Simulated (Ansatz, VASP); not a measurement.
## Two plane-wave programs on HfN

File INCAR:

```
SYSTEM = HfN
  ALGO = Normal
  EDIFF = 1E-7
  ENCUT = 520
  GGA = PE
  GGA_COMPAT = .False.
  ISIF = 2
  ISMEAR = 0
  LASPH = .True.
  LCHARG = .False.
  LMAXMIX = 4
  LNONCOLLINEAR = .True.
  LORBIT = 11
  LORBMOM = .True.
  LREAL = .False.
  LSORBIT = .True.
  LWAVE = .False.
  MAGMOM = 0 0 0 0 0 0
  NBANDS = 27
  NELM = 150
  PREC = Accurate
  SIGMA = 0.05
```

File KPOINTS:

```
k-points
0
Gamma
  12 12 12
  0 0 0
```

Contents of POSCAR:

```
HfN
1.0
    0.0000000000      2.2726372262      2.2726372262
    2.2726372262      0.0000000000      2.2726372262
    2.2726372262      2.2726372262      0.0000000000
Hf N
1 1
Direct
    0.5000000000      0.5000000000      0.5000000000
    0.0000000000      0.0000000000      0.0000000000
```

Input for Ansatz:

```yaml
crystal:
  lattice:
    - [0.0, 2.2726372263, 2.2726372263]
    - [2.2726372263, 0.0, 2.2726372263]
    - [2.2726372263, 2.2726372263, 0.0]
  atoms:
    - { symbol: Hf, position: [0.5, 0.5, 0.5] }
    - { symbol: "N", position: [0.0, 0.0, 0.0] }
basis:
  ecutwfc: 420
  ecutrho_ratio: 4
kpoints:
  mp_grid: { grid: [12, 12, 12] }
hamiltonian:
  xc: pbe
scf:
  occupations: { method: gaussian, width: 0.05 }
output:
  forces: true
  stress: true
  eigenvalues: true
  populations: true
magnetization:
  noncollinear: true
  spin_orbit: true
```

Alike in both runs: task single point; functional PBE; k mesh 12 × 12 × 12; occupations gaussian, width 0.05 eV; non-collinear spin, spin-orbit coupling.

|  | VASP | Ansatz |
| --- | --- | --- |
| version | VASP 6.6.1 | Ansatz 0.2.0 |
| potentials or method | VASP PAW PBE potentials, release 64 (Hf_pv, N), cutoff 520 eV | plane waves, PAW |
| valence electrons in the cell | 15 | 31 |

Ansatz gave:

| Item | Value |
| --- | --- |
| pressure (GPa) | 0.0 |
| net moment per atom (μB) | 0.00 |

Task: Estimate VASP's values.

Result: Pressure (GPa): -1.8; net moment per atom (μB): 0.00.

The functional is the same, so the differences come from potentials, cutoffs and numerics. VASP's potentials hold 15 valence electrons a cell and Ansatz's 31, so a difference there can come from the potentials and not from the codes.
